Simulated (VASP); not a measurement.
The system is Hf2C.

```
Hf C
1.0
    -3.08413    3.08413    2.43637
     3.08413   -3.08413    2.43637
     3.08413    3.08413   -2.43637
Hf C
4 2
Cartesian
  0.9669 2.1173 2.4364
  2.1173 -0.9669 2.4364
  2.1173 0.9669 0.0000
  0.9669 4.0510 0.0000
  0.0000 0.0000 3.6546
  0.0000 0.0000 1.2182
```

| Quantity | Value |
| --- | --- |
| Program | VASP 6.6.1 |
| Task | relaxation of cell and atoms |
| Functional | PBEsol |
| Potentials or basis | VASP PAW PBE potentials, release 64 (Hf_pv, C) |
| Cutoff | 600 eV |
| k mesh | 6 × 6 × 6 |
| Occupations | gaussian, width 0.1 eV |
| Spin | no spin polarisation |

At the start: pressure -12.4 GPa; volume 15.45 Å³/atom.

Problem. How do energy, volume and symmetry change on relaxing?

Solution. Over 6 steps the energy falls by 183.3 meV/atom and the volume is 14.27 Å³/atom (-7.7 %); space group I4/mcm (No. 140, to 0.1 Å) before and after.

The path:
```csv
step,energy change (eV),largest force (eV/Å),pressure (GPa),volume (Å³)
1,0.0000,2.0536,-12.39,92.70
2,-0.5651,0.4533,21.46,77.46
3,-0.8099,1.1981,6.54,82.50
4,-1.0926,0.2591,-0.01,85.46
5,-1.0950,0.1487,0.39,85.21
6,-1.0997,0.0211,-0.38,85.60
```

Final structure:
```
Hf C
1.0
    -2.90921    2.90921    2.52849
     2.90921   -2.90921    2.52849
     2.90921    2.90921   -2.52849
Hf C
4 2
Cartesian
  0.9981 1.9111 2.5285
  1.9111 -0.9981 2.5285
  1.9111 0.9981 0.0000
  0.9981 3.9073 0.0000
  2.9092 2.9092 1.2642
  2.9092 2.9092 -1.2642
```

Caveat: the PAW data sets were made with another functional, which shifts forces and pressure a little; the relaxation stopped at a loose force limit of 0.05 eV/Å, so its end isn't a converged minimum.
